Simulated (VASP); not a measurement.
Here is a VASP 6.6.1 calculation.

File POSCAR:

```
SnO
1.0
    3.3062091400      0.0000000000      0.0000000000
    0.0000000000      5.8704112816      0.0000000000
    0.0000000000      0.0000000000      4.1959164086
Sn O
2 2
Direct
    0.0000000000      0.2218139338      0.5091530939
    0.5000000000      0.7781860662      0.0091530939
    0.0000000000      0.9022398260      0.7408479061
    0.5000000000      0.0977601740      0.2408479061
```

Contents of INCAR.step1:

```
SYSTEM = SnO
ALGO = Normal
EDIFF = 1E-4
ENCUT = 520
GGA = PE
ISMEAR = 0
LASPH = .True.
LCHARG = .False.
LREAL = .False.
LWAVE = .True.
NBANDS = 28
NELM = 100
PREC = Accurate
SIGMA = 0.1
```

File INCAR.step2:

```
SYSTEM = SnO
ALGO = Normal
EDIFF = 1E-6
ENCUT = 520
ISIF = 2
ISMEAR = 0
ISTART = 1
LASPH = .True.
LCHARG = .False.
LMIXTAU = .True.
LREAL = .False.
LWAVE = .False.
METAGGA = R2SCAN
NBANDS = 28
NELM = 100
PREC = Accurate
SIGMA = 0.1
```

File KPOINTS:

```
k-points
0
Gamma
  6 4 6
  0 0 0
```

Potentials or basis: VASP PAW PBE potentials, release 64 (Sn_d, O).

The run is started by

```sh
$ cat potpaw_PBE.64/Sn_d/POTCAR potpaw_PBE.64/O/POTCAR > POTCAR
$ cp INCAR.step1 INCAR
$ mpirun -np 1 vasp_std > vasp.out
$ cp INCAR.step2 INCAR
$ mpirun -np 1 vasp_std > vasp.out
```

Estimate the largest force.

0.115 eV/Å.

Estimate the band gap on the k mesh.

2.16 eV, indirect (least direct gap 2.83 eV).

What does it give for the pressure?

0.4 GPa.

Forces in eV/Å, atoms in the order of the input:
```
Sn   0.000  0.115  0.003
Sn   0.000 -0.115  0.003
O    0.000 -0.008 -0.003
O    0.000  0.008 -0.003
```

Caveat: the PAW data sets were made with another functional, which shifts forces and pressure a little; spin-orbit coupling is left out, which moves the levels of the heavy elements. A k mesh can miss the band edges.
